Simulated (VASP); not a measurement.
Wanted: the native input for a VASP 6.6.1 run.

```
Task                   : single point
Functional             : LDA
Potentials or basis    : VASP PAW LDA potentials, release 64 (Ni)
Cutoff                 : 520 eV
k mesh                 : 14 × 14 × 14
Occupations            : gaussian, width 0.1 eV
Spin                   : collinear spin, ferromagnetic start
Starting moments       : [1.5] μB
Dipole correction      : no
Further INCAR settings : ALGO = Normal; EDIFF = 1e-07; NBANDS = 15
```

The structure of Ni lies in POSCAR:

```
Ni
1.0
   -1.4108535566      1.4108535566      1.4108535566
    1.4108535566     -1.4108535566      1.4108535566
    1.4108535566      1.4108535566     -1.4108535566
Ni
1
Direct
    0.0000000000      0.0000000000      0.0000000000
```

These files were run (other wordings do the same):

INCAR

```
PREC = Accurate ; ENCUT = 520
EDIFF = 1E-7 ; ISMEAR = 0
SIGMA = 0.1 ; LREAL = F
LASPH = T ; NELM = 150
ALGO = Normal ; ISIF = 2
LWAVE = F ; LCHARG = F
ISPIN = 2 ; MAGMOM = 1.5
LORBIT = 11 ; LMAXMIX = 4
GGA = CA ; NBANDS = 15
```

KPOINTS

```
regular mesh
0
Gamma
  14 14 14
```

Potentials or basis: VASP PAW LDA potentials, release 64 (Ni).

The run is started by

```sh
$ cat potpaw_LDA.64/Ni/POTCAR > POTCAR
$ mpirun -np 1 vasp_std > vasp.out
```

It gave:

| Property | Result |
| --- | --- |
| Pressure | -20.3 GPa |
| Net moment | 0.51 μB per cell |
| Site moments | Ni +0.52 μB |
| Valence electrons inside the program's atomic spheres | Ni 9.27 |

Run time: 30 s on 1 thread of Intel(R) Xeon(R) Platinum 8488C (Sapphire Rapids) (shared host), peak memory 0.14 GiB.
